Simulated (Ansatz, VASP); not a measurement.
## Pt: VASP beside Ansatz

```xyz
1
Lattice="0.0000 1.9609 1.9609 1.9609 0.0000 1.9609 1.9609 1.9609 0.0000" Properties=species:S:1:pos:R:3 pbc="T T T"
Pt    0.0000    0.0000    0.0000
```

Alike in both runs: task single point; functional PBE; k mesh 8 × 8 × 8; occupations fermi-dirac, width 0.06 eV; no spin polarisation.

|  | VASP | Ansatz |
| --- | --- | --- |
| version | VASP 6.6.1 | Ansatz 0.2.0 |
| potentials or method | VASP PAW PBE potentials, release 64 (Pt), cutoff 520 eV | all-electron LAPW, scalar-relativistic |

|  | VASP | Ansatz | Ansatz less VASP |
| --- | --- | --- | --- |
| gap on the k mesh at the Fermi level (eV) | none | none | - |
| pressure (GPa) | 9.0 | 9.5 | +0.54 |

A gap of «none» marks a metal or a gap that the smearing closes. Ansatz ran all-electron here, and VASP with PAW potentials.

Neither program's run includes spin-orbit coupling. Noted on Ansatz's run: the k mesh is thin for a metal, which can move the energy by tens of meV per atom.
